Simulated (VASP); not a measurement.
# MgO (Fm-3m) in VASP: further runs

Aim: see how the results for MgO move with the level of theory and the settings. Levels: LDA, PBE, PBEsol. Tasks: single point.

Program: VASP 6.6.1. These are calculated values, not measurements. Logs are shortened: lines on timing, memory, paths and dates and some standing lists are left out, and cuts for length are marked.

## (1) The cell of the first run

Symmetry: Fm-3m, No. 225, cubic system. The conventional cell has a = 4.306 Å, b = 4.306 Å, c = 4.306 Å, α = 90.00°, β = 90.00°, γ = 90.00°. Mg (site symmetry m-3m) has 6 O at 2.15 Å within 2.8 Å. Within 2.8 Å of O (site symmetry m-3m) lie 6 Mg at 2.15 Å.

## (2) Single point, LDA

Input file INCAR:

```
SYSTEM = MgO
ALGO     = Normal         ! electronic algorithm
EDIFF    = 1E-7           ! SCF threshold, eV
ENCUT    = 520            ! plane-wave cutoff, eV
ISIF     = 2              ! what is computed and relaxed
ISMEAR   = 0              ! smearing method
LASPH    = .TRUE.         ! aspherical terms in the spheres
LCHARG   = .TRUE.         ! write CHGCAR
LELF     = .TRUE.         ! ELF
LREAL    = .FALSE.        ! projectors in reciprocal space
LVHAR    = .TRUE.       
LWAVE    = .FALSE.        ! write WAVECAR
NBANDS   = 11             ! bands
NELM     = 100            ! most SCF steps
PREC     = Accurate       ! precision mode
SIGMA    = 0.01           ! smearing width, eV
```

Input file KPOINTS:

```
k-points
0
G
  6 6 6
  0 0 0
```

Input file POSCAR:

```
MgO
1.0
    0.0000000000      2.1530130000      2.1530130000
    2.1530130000      0.0000000000      2.1530130000
    2.1530130000      2.1530130000      0.0000000000
Mg O
1 1
Direct
    0.0000000000      0.0000000000      0.0000000000
    0.5000000000      0.5000000000      0.5000000000
```

Potentials or basis: VASP PAW LDA potentials, release 64 (Mg, O).

Launch:

```bash
cat potpaw_LDA.64/Mg/POTCAR potpaw_LDA.64/O/POTCAR > POTCAR
mpirun -np 1 vasp_std > vasp.out
```

OUTCAR:

```text
SYSTEM = MgO
   EDIFF = 1E-7
   ENCUT = 520
   ISIF = 2
   ISMEAR = 0
   LASPH = .TRUE.
   LREAL = .FALSE.
   NELM = 100
   PREC = Accurate

 ion  position               nearest neighbor table
   1  0.000  0.000  0.000-   2 2.15   2 2.15   2 2.15   2 2.15   2 2.15   2 2.15
   2  0.500  0.500  0.500-   1 2.15   1 2.15   1 2.15   1 2.15   1 2.15   1 2.15

  LATTYP: Found a face centered cubic cell.
 ALAT       =     4.3060260000

  Lattice vectors:

 A1 = (   0.0000000000,   2.1530130000,   2.1530130000)
 A2 = (   2.1530130000,   0.0000000000,   2.1530130000)
 A3 = (   2.1530130000,   2.1530130000,   0.0000000000)

Analysis of symmetry for initial positions (statically):
=====================================================================
 Subroutine PRICEL returns:
 Original cell was already a primitive cell.

 Routine SETGRP: Setting up the symmetry group for a
 face centered cubic supercell.

 Subroutine GETGRP returns: Found 48 space group operations
 (whereof 48 operations were pure point group operations)
 out of a pool of 48 trial point group operations.

The static configuration has the point symmetry O_h .

Analysis of symmetry for dynamics (positions and initial velocities):
=====================================================================
 Subroutine PRICEL returns:
 Original cell was already a primitive cell.

 Routine SETGRP: Setting up the symmetry group for a
 face centered cubic supercell.

 Subroutine GETGRP returns: Found 48 space group operations
 (whereof 48 operations were pure point group operations)
 out of a pool of 48 trial point group operations.

The dynamic configuration has the point symmetry O_h .

 Subroutine INISYM returns: Found 48 space group operations
 (whereof 48 operations are pure point group operations),
 and found     1 'primitive' translations

----------------------------------------------------------------------------------------

                                     Primitive cell

  volume of cell :      19.9604

  direct lattice vectors                    reciprocal lattice vectors
     0.000000000  2.153013000  2.153013000    -0.232232690  0.232232690  0.232232690
     2.153013000  0.000000000  2.153013000     0.232232690 -0.232232690  0.232232690
     2.153013000  2.153013000  0.000000000     0.232232690  0.232232690 -0.232232690

  length of vectors
     3.044820185  3.044820185  3.044820185     0.402238818  0.402238818  0.402238818

  position of ions in fractional coordinates (direct lattice)
     0.000000000  0.000000000  0.000000000
     0.500000000  0.500000000  0.500000000

  ion indices of the primitive-cell ions
   primitive index   ion index
                 1           1
                 2           2

----------------------------------------------------------------------------------------

 KPOINTS: k-points

Automatic generation of k-mesh.
 Grid dimensions read from file:
 generate k-points for:    6    6    6

 Generating k-lattice:

  Cartesian coordinates                     Fractional coordinates (reciprocal lattice)
    -0.038705448  0.038705448  0.038705448     0.166666667  0.000000000  0.000000000
     0.038705448 -0.038705448  0.038705448     0.000000000  0.166666667  0.000000000
     0.038705448  0.038705448 -0.038705448     0.000000000  0.000000000  0.166666667

  Length of vectors
     0.067039803  0.067039803  0.067039803

  Shift w.r.t. Gamma in fractional coordinates (k-lattice)
     0.000000000  0.000000000  0.000000000

 Subroutine IBZKPT returns following result:
 ===========================================

 Found     16 irreducible k-points:

 Following reciprocal coordinates:
            Coordinates               Weight
  0.000000  0.000000  0.000000      1.000000
  0.166667  0.000000  0.000000      8.000000
  0.333333  0.000000  0.000000      8.000000
  0.500000  0.000000  0.000000      4.000000
  0.166667  0.166667  0.000000      6.000000
  0.333333  0.166667  0.000000     24.000000
[... 8 lines left out ...]
 -0.333333  0.333333  0.166667     24.000000
 -0.333333  0.500000  0.166667     12.000000
   k-points           NKPTS =     16   k-points in BZ     NKDIM =     16   number of bands    NBANDS=     11
   number of dos      NEDOS =    301   number of ions     NIONS =      2
   total plane-waves  NPLWV =  13824
   dimension x,y,z NGX =    24 NGY =   24 NGZ =   24
   dimension x,y,z NGXF=    48 NGYF=   48 NGZF=   48
   ions per type =               1   1
   NGX,Y,Z   is equivalent  to a cutoff of  13.10, 13.10, 13.10 a.u.
   NGXF,Y,Z  is equivalent  to a cutoff of  26.21, 26.21, 26.21 a.u.
 SYSTEM =  MgO
   PREC   = accura    normal or accurate (medium, high low for compatibility)
   ISTART =      0    job   : 0-new  1-cont  2-samecut
   ICHARG =      2    charge: 1-file 2-atom 10-const
   ISPIN  =      1    spin polarized calculation?
   LNONCOLLINEAR =      F non collinear calculations
   LSORBIT =      F    spin-orbit coupling
   LASPH  =      T    aspherical Exc in radial PAW
   ENCUT  =  520.0 eV  38.22 Ry    6.18 a.u.   5.66  5.66  5.66*2*pi/ulx,y,z
   NELM   =    100;   NELMIN=  2; NELMDL= -5     # of ELM steps
   EDIFF  = 0.1E-06   stopping-criterion for ELM
   LREAL  =      F    real-space projection
   EDIFFG = 0.1E-05   stopping-criterion for IOM
   NSW    =      0    number of steps for IOM
   IBRION =     -1    ionic relax: 0-MD 1-quasi-New 2-CG
   NFREE  =      0    steps in history (QN), initial steepest desc. (CG)
   ISIF   =      2    stress and relaxation
   ISYM   =      2    0-nonsym 1-usesym 2-fastsym
   POTIM  = 0.5000    time-step for ionic-motion
   TEBEG  =    0.0;   TEEND  =   0.0 temperature during run
   PSTRESS=    0.0 pullay stress
   NELECT =       8.0000    total number of electrons
   NUPDOWN=      -1.0000    fix difference up-down
   EMIN   =  10.00;   EMAX   =-10.00  energy-range for DOS
   EFERMI =   0.00;   METHOD = LEGACY
   ISMEAR =     0;   SIGMA  =   0.01  broadening in eV -4-tet -1-fermi 0-gaus
   EFERMI_NEDOS =   21; number of points for ismear=-14 and -15
   IALGO  =     38    algorithm
   IMIX   =      4    mixing-type and parameters
     AMIX     =   0.40;   BMIX     =  1.00
     AMIX_MAG =   1.60;   BMIX_MAG =  1.00
  volume/ion in A,a.u.               =       9.98        67.35
  Fermi-wavevector in a.u.,A,eV,Ry     =   1.207021  2.280939 19.822325  1.456900
  Thomas-Fermi vector in A             =   2.342671
   LORBIT       =      0    0 simple, 1 ext, 2 COOP (PROOUT), +10 PAW based schemes
   GGA     = CA    functional components
   LHFCALC =     F    Hartree Fock is set to
   AEXX    =    0.0000 exact exchange contribution
   IVDW    =     0    specifies the selected vdW correction
   LEPSILON=     F    determine dielectric tensor
   LRPA    =     F    only Hartree local field effects (RPA)
 non-spin polarized calculation
 Gauss-broadening in eV      SIGMA  =   0.01
  energy-cutoff  :      520.00
  volume of cell :       19.96
 maximum number of plane-waves:       544
 NGX is ok and might be reduce to    24
   NGX = 11   NGY = 11   NGZ = 11

 number of electron       7.9999998 magnetization

 Free energy of the ion-electron system (eV)
  ---------------------------------------------------
  ext. energy  EPLUGINS =         0.00000000
  ---------------------------------------------------
  free energy    TOTEN  =       -13.32863236 eV

  energy without entropy =      -13.32863236  energy(sigma->0) =      -13.32863236

 E-fermi :   2.4501     XC(G=0): -11.2761

 val. band max:        2.3969609285   @ k =   0.0000   0.0000   0.0000
 cond. band min:       6.4348750192   @ k =   0.0000   0.0000   0.0000
 fundamental gap:      4.0379140907
 Fermi energy:         2.4500842308

 k-point     1 :       0.0000    0.0000    0.0000
  band No.  band energies     occupation
      1     -14.2722      2.00000
      2       2.3970      2.00000
      3       2.3970      2.00000
      4       2.3970      2.00000
      5       6.4349      0.00000
      6      17.5604      0.00000
      7      17.5604      0.00000
      8      17.5604      0.00000
      9      21.4163      0.00000
     10      22.9790      0.00000
     11      22.9790      0.00000

 k-point     2 :       0.1667    0.0000    0.0000
  band No.  band energies     occupation
      1     -14.0096      2.00000
      2       0.9167      2.00000
      3       2.2387      2.00000
      4       2.2387      2.00000
      5       7.8539      0.00000
      6      15.2796      0.00000
      7      18.0521      0.00000
      8      18.0521      0.00000
      9      21.5419      0.00000
     10      21.5419      0.00000
     11      23.3992      0.00000

 k-point     3 :       0.3333    0.0000    0.0000
  band No.  band energies     occupation
      1     -13.4211      2.00000
      2      -1.1304      2.00000
      3       1.9424      2.00000
      4       1.9424      2.00000
      5       9.4156      0.00000
      6      13.9624      0.00000
      7      18.0472      0.00000
      8      18.0472      0.00000
      9      22.2623      0.00000
     10      22.2623      0.00000
     11      22.4676      0.00000

 k-point     4 :       0.5000    0.0000    0.0000
  band No.  band energies     occupation
      1     -13.0852      2.00000
      2      -2.0177      2.00000
      3       1.8029      2.00000
      4       1.8029      2.00000
      5       9.7251      0.00000
      6      14.0644      0.00000
      7      17.7303      0.00000
      8      17.7303      0.00000
      9      22.0008      0.00000
     10      23.7434      0.00000
     11      23.7434      0.00000
[... 127 lines left out ...]
 k-point    14 :       0.5000    0.3333    0.1667
  band No.  band energies     occupation
      1     -13.0747      2.00000
      2      -0.9897      2.00000
      3       0.6451      2.00000
      4       1.4441      2.00000
      5      11.5915      0.00000
      6      12.9625      0.00000
      7      14.9535      0.00000
      8      18.4529      0.00000
      9      20.8086      0.00000
     10      24.1306      0.00000
     11      28.8079      0.00000

 k-point    15 :      -0.3333    0.3333    0.1667
  band No.  band energies     occupation
      1     -12.8681      2.00000
      2      -1.0242      2.00000
      3       0.0590      2.00000
      4       1.2033      2.00000
      5      12.3202      0.00000
      6      13.5732      0.00000
      7      14.1528      0.00000
      8      17.7849      0.00000
      9      22.1076      0.00000
     10      23.2047      0.00000
     11      28.6882      0.00000

 k-point    16 :      -0.3333    0.5000    0.1667
  band No.  band energies     occupation
      1     -12.8028      2.00000
      2      -0.9840      2.00000
      3       0.2717      2.00000
      4       0.8044      2.00000
      5      12.4725      0.00000
      6      12.7888      0.00000
      7      14.0998      0.00000
      8      17.7286      0.00000
      9      21.3282      0.00000
     10      25.8372      0.00000
     11      27.1953      0.00000

------------------------ aborting loop because EDIFF is reached ----------------------------------------

  FORCE on cell =-STRESS in cart. coord.  units (eV):
  Direction    XX          YY          ZZ          XY          YZ          ZX
  --------------------------------------------------------------------------------------
  -------------------------------------------------------------------------------------
  Total       -2.0107732     -2.0107732     -2.0107732     -0.0000000      0.0000000      0.0000000
  in kB     -161.4000715   -161.4000715   -161.4000715     -0.0000000      0.0000000      0.0000000
  external PRESSURE =    -161.4000715 kB  Pullay stress =       0.0000000 kB

 VOLUME and BASIS-vectors are now :
 -----------------------------------------------------------------------------
  energy-cutoff  :      520.00
  volume of cell :       19.96
      direct lattice vectors                 reciprocal lattice vectors
     0.000000000  2.153013000  2.153013000    -0.232232690  0.232232690  0.232232690
     2.153013000  0.000000000  2.153013000     0.232232690 -0.232232690  0.232232690
     2.153013000  2.153013000  0.000000000     0.232232690  0.232232690 -0.232232690

 POSITION                                       TOTAL-FORCE (eV/Angst)
 -----------------------------------------------------------------------------------
      0.00000      0.00000      0.00000         0.000000      0.000000      0.000000
      2.15301      2.15301      2.15301         0.000000      0.000000      0.000000
 -----------------------------------------------------------------------------------
    total drift:                               -0.000000     -0.000000      0.000000

  FREE ENERGIE OF THE ION-ELECTRON SYSTEM (eV)
  ---------------------------------------------------
  free  energy   TOTEN  =       -13.3286323606 eV

  energy  without entropy=      -13.3286323606  energy(sigma->0) =      -13.32863236
```

Run time: 2.8 s. Hardware: 1 thread of Intel Xeon 6975P-C, shared host; peak memory 0.12 GiB.

What came out:

```
Free energy            : -13.3286 eV
Pressure               : -16.1 GPa
Band gap on the k mesh : 4.04 eV, direct
```

Levels at points of the mesh, in eV from the valence-band top:
```csv
k point,band 1,band 2,band 3,band 4,band 5,band 6,band 7,band 8,band 9
"(0.00, 0.00, 0.00)",-16.67,0.00,0.00,0.00,4.04,15.16,15.16,15.16,19.02
"(0.50, 0.00, 0.00)",-15.48,-4.41,-0.59,-0.59,7.33,11.67,15.33,15.33,19.60
"(0.50, 0.50, 0.00)",-15.23,-3.88,-1.28,-1.28,8.82,9.01,12.22,17.66,17.66
```

Caveat: the k points lie up to 0.42 Å⁻¹ apart.

(Continued in part 2 of 2.)
